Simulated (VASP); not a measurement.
# Os3Cl (Pm-3m) in VASP: a series of runs, part 2 of 2

VASP 6.6.1.

### 3 Single point, PBE, collinear spin

This run uses another cell than the first one, of 16.09 Å³/atom.

INCAR reads:

```
PREC = Accurate
ENCUT = 520
EDIFF = 1E-6
ISMEAR = 0
SIGMA = 0.1
LREAL = False
LASPH = True
NELM = 150
ALGO = Normal
ISIF = 2
LWAVE = False
LCHARG = False
ISPIN = 2
MAGMOM = 1 1 1 0
LORBIT = 11
LMAXMIX = 4
GGA = PE
NBANDS = 28
```

KPOINTS reads:

```
regular mesh
0
Gamma
  4 4 4
```

POSCAR reads:

```
Os3Cl
1.0
    4.0071596853      0.0000000000      0.0000000000
    0.0000000000      4.0071596853      0.0000000000
    0.0000000000      0.0000000000      4.0071596853
Os Cl
3 1
Direct
    0.0000000000      0.5000000000      0.5000000000
    0.5000000000      0.0000000000      0.5000000000
    0.5000000000      0.5000000000      0.0000000000
    0.0000000000      0.0000000000      0.0000000000
```

Potentials or basis: VASP PAW PBE potentials, release 64 (Os, Cl).

On the command line:

```
$ cat potpaw_PBE.64/Os/POTCAR potpaw_PBE.64/Cl/POTCAR > POTCAR
$ mpirun -np 1 vasp_std > vasp.out
```

OUTCAR:

```text
PREC = Accurate
   ENCUT = 520
   EDIFF = 1E-6
   ISMEAR = 0
   LREAL = False
   LASPH = True
   NELM = 150
   ISIF = 2
   ISPIN = 2
   LORBIT = 11
   GGA = PE

 ion  position               nearest neighbor table
   1  0.000  0.500  0.500-   2 2.83   3 2.83   4 2.83   3 2.83   4 2.83   2 2.83   4 2.83   4 2.83
                             2 2.83   3 2.83   3 2.83   2 2.83
   2  0.500  0.000  0.500-   1 2.83   3 2.83   4 2.83   3 2.83   4 2.83   1 2.83   3 2.83   3 2.83
                             1 2.83   4 2.83   4 2.83   1 2.83
   3  0.500  0.500  0.000-   1 2.83   2 2.83   4 2.83   1 2.83   2 2.83   2 2.83   4 2.83   2 2.83
                             1 2.83   4 2.83   1 2.83   4 2.83
   4  0.000  0.000  0.000-   1 2.83   2 2.83   3 2.83   1 2.83   2 2.83   1 2.83   3 2.83   1 2.83
                             2 2.83   3 2.83   2 2.83   3 2.83

  LATTYP: Found a simple cubic cell.
 ALAT       =     4.0071596853

  Lattice vectors:

 A1 = (   4.0071596853,   0.0000000000,   0.0000000000)
 A2 = (   0.0000000000,   4.0071596853,   0.0000000000)
 A3 = (   0.0000000000,   0.0000000000,   4.0071596853)

Analysis of symmetry for initial positions (statically):
=====================================================================
 Subroutine PRICEL returns:
 Original cell was already a primitive cell.

 Routine SETGRP: Setting up the symmetry group for a
 simple cubic supercell.

 Subroutine GETGRP returns: Found 48 space group operations
 (whereof 48 operations were pure point group operations)
 out of a pool of 48 trial point group operations.

The static configuration has the point symmetry O_h .

Analysis of symmetry for dynamics (positions and initial velocities):
=====================================================================
 Subroutine PRICEL returns:
 Original cell was already a primitive cell.

 Routine SETGRP: Setting up the symmetry group for a
 simple cubic supercell.

 Subroutine GETGRP returns: Found 48 space group operations
[... 154 lines left out ...]

 E-fermi :   7.7040     XC(G=0): -12.7150

 val. band max:        7.6825667972   @ k =   0.5000   0.2500   0.0000
 cond. band min:       7.7199381188   @ k =   0.2500   0.2500   0.0000
 fundamental gap:      0.0373713217
 Fermi energy:         7.7039896834

 spin component 1

 k-point     1 :       0.0000    0.0000    0.0000
  band No.  band energies     occupation
      1     -10.6145      1.00000
      2       0.0776      1.00000
      3       1.5802      1.00000
      4       1.5802      1.00000
      5       1.5802      1.00000
      6       2.8055      1.00000
[... 289 lines left out ...]
     26      13.5978      0.00000
     27      20.7696      0.00000
 Fermi energy:         7.7039896834

 spin component 2

 k-point     1 :       0.0000    0.0000    0.0000
  band No.  band energies     occupation
      1     -10.5821      1.00000
      2       0.1257      1.00000
      3       1.6105      1.00000
      4       1.6105      1.00000
      5       1.6105      1.00000
      6       2.8642      1.00000
[... 289 lines left out ...]
     26      13.6319      0.00000
     27      20.7976      0.00000
 [bands above 27 left out]

------------------------ aborting loop because EDIFF is reached ----------------------------------------

  FORCE on cell =-STRESS in cart. coord.  units (eV):
  Direction    XX          YY          ZZ          XY          YZ          ZX
  --------------------------------------------------------------------------------------
  -------------------------------------------------------------------------------------
  Total       -5.8054889     -5.8054889     -5.8054889      0.0000000      0.0000000     -0.0000000
  in kB     -144.5571017   -144.5571017   -144.5571017      0.0000000      0.0000000     -0.0000000
  external PRESSURE =    -144.5571017 kB  Pullay stress =       0.0000000 kB

 VOLUME and BASIS-vectors are now :
 -----------------------------------------------------------------------------
  energy-cutoff  :      520.00
  volume of cell :       64.34
      direct lattice vectors                 reciprocal lattice vectors
     4.007159685  0.000000000  0.000000000     0.249553319  0.000000000  0.000000000
     0.000000000  4.007159685  0.000000000     0.000000000  0.249553319  0.000000000
     0.000000000  0.000000000  4.007159685     0.000000000  0.000000000  0.249553319

 POSITION                                       TOTAL-FORCE (eV/Angst)
 -----------------------------------------------------------------------------------
      0.00000      2.00358      2.00358         0.000000      0.000000      0.000000
      2.00358      0.00000      2.00358         0.000000      0.000000      0.000000
      2.00358      2.00358      0.00000         0.000000      0.000000      0.000000
      0.00000      0.00000      0.00000         0.000000      0.000000      0.000000
 -----------------------------------------------------------------------------------
    total drift:                                0.000000      0.000000     -0.000000

  FREE ENERGIE OF THE ION-ELECTRON SYSTEM (eV)
  ---------------------------------------------------
  free  energy   TOTEN  =       -28.1650105682 eV

  energy  without entropy=      -28.1201603386  energy(sigma->0) =      -28.14258545

 total charge

# of ion       s       p       d       tot
------------------------------------------
    1        0.575   0.448   5.910   6.933
    2        0.575   0.448   5.910   6.933
    3        0.575   0.448   5.910   6.933
    4        1.693   3.114   0.000   4.808
--------------------------------------------------
tot          3.419   4.457  17.730  25.606

 magnetization (x)

# of ion       s       p       d       tot
------------------------------------------
    1        0.004   0.003   0.103   0.110
    2        0.004   0.003   0.103   0.110
    3        0.004   0.003   0.103   0.110
    4        0.001   0.021   0.000   0.022
--------------------------------------------------
tot          0.014   0.029   0.308   0.351
```

OSZICAR:

```text
N       E                     dE             d eps       ncg     rms          rms(c)
DAV:   1     0.205533804567E+03    0.20553E+03   -0.13614E+04  1120   0.102E+03
DAV:   2    -0.141327658227E+02   -0.21967E+03   -0.19626E+03  1132   0.322E+02
DAV:   3    -0.290108486160E+02   -0.14878E+02   -0.13610E+02  1368   0.691E+01
DAV:   4    -0.293470590868E+02   -0.33621E+00   -0.33114E+00  1272   0.114E+01
DAV:   5    -0.293519971682E+02   -0.49381E-02   -0.49332E-02  1296   0.136E+00    0.324E+01
DAV:   6    -0.283889761377E+02    0.96302E+00   -0.14343E+00  1348   0.705E+00    0.174E+01
DAV:   7    -0.281903260604E+02    0.19865E+00   -0.76039E-01  1304   0.474E+00    0.498E+00
DAV:   8    -0.281705925094E+02    0.19734E-01   -0.10940E-01  1440   0.223E+00    0.286E+00
DAV:   9    -0.281665193693E+02    0.40731E-02   -0.13873E-02  1252   0.674E-01    0.658E-01
DAV:  10    -0.281649462446E+02    0.15731E-02   -0.50646E-03  1412   0.461E-01    0.301E-01
DAV:  11    -0.281649223633E+02    0.23881E-04   -0.23792E-04  1244   0.942E-02    0.151E-01
DAV:  12    -0.281649594818E+02   -0.37118E-04   -0.20191E-05  1256   0.255E-02    0.542E-02
DAV:  13    -0.281649889018E+02   -0.29420E-04   -0.18011E-05  1272   0.244E-02    0.242E-02
DAV:  14    -0.281649991795E+02   -0.10278E-04   -0.64079E-06  1260   0.145E-02    0.144E-02
DAV:  15    -0.281650054376E+02   -0.62581E-05   -0.45400E-06  1232   0.120E-02    0.782E-03
DAV:  16    -0.281650089006E+02   -0.34629E-05   -0.38181E-06  1224   0.109E-02    0.478E-03
DAV:  17    -0.281650103961E+02   -0.14956E-05   -0.27739E-06  1144   0.940E-03    0.142E-03
DAV:  18    -0.281650105682E+02   -0.17207E-06   -0.30139E-07   628   0.371E-03
   1 F= -.28165011E+02 E0= -.28142585E+02  d E =-.448502E-01  mag=     0.3731
```

stdout:

```text
POSCAR found type information on POSCAR OsCl
 POSCAR found :  2 types and       4 ions
 scaLAPACK will be used
 LDA part: xc-table for (Slater+PW92), standard interpolation
 POSCAR, INCAR and KPOINTS ok, starting setup
 FFT: planning ... GRIDC
 FFT: planning ... GRID_SOFT
 FFT: planning ... GRID
 WAVECAR not read
 entering main loop
```

Run time: 32 s. Hardware: 1 thread of Intel Xeon Platinum 8488C (Sapphire Rapids), shared host; peak memory 0.19 GiB.

Results:

```yaml
Free_energy: -28.1650 eV
Pressure: -14.5 GPa
Net_moment: 0.37 μB per cell
Site_moments: Os +0.11; Cl +0.02 μB
Valence_electrons_inside_the_program's_atomic_spheres: Os 6.93; Cl 4.81
```

Levels at points of the mesh, in eV from the Fermi level:
Spin up:
```csv
k point,band 12,band 13,band 14,band 15,band 16,band 17,band 18,band 19,band 20,band 21
"(0.00, 0.00, 0.00)",-0.97,-0.97,-0.97,0.73,0.73,1.97,2.55,2.55,2.55,5.21
"(0.50, 0.00, 0.00)",-1.89,-1.56,-1.56,-1.27,-0.48,0.52,0.52,0.94,1.42,2.56
"(0.50, 0.50, 0.00)",-1.33,-1.33,-1.29,-1.08,-0.09,0.12,0.58,0.58,0.62,1.97
"(0.50, 0.50, 0.50)",-1.21,-1.21,-1.21,-0.21,-0.21,-0.17,2.01,2.01,2.01,5.66
```
Spin down:
```csv
k point,band 14,band 15,band 16,band 17,band 18,band 19
"(0.00, 0.00, 0.00)",-0.89,0.84,0.84,2.04,2.60,2.60
"(0.50, 0.00, 0.00)",-1.52,-1.18,-0.41,0.61,0.61,1.05
"(0.50, 0.50, 0.00)",-1.20,-1.01,-0.04,0.22,0.66,0.66
"(0.50, 0.50, 0.50)",-1.10,-0.15,-0.11,-0.11,2.07,2.07
```

Caveat: the k points lie up to 0.39 Å⁻¹ apart; a moment this small can come from the mesh or the smearing; spin-orbit coupling is left out, which moves the levels of the heavy elements.
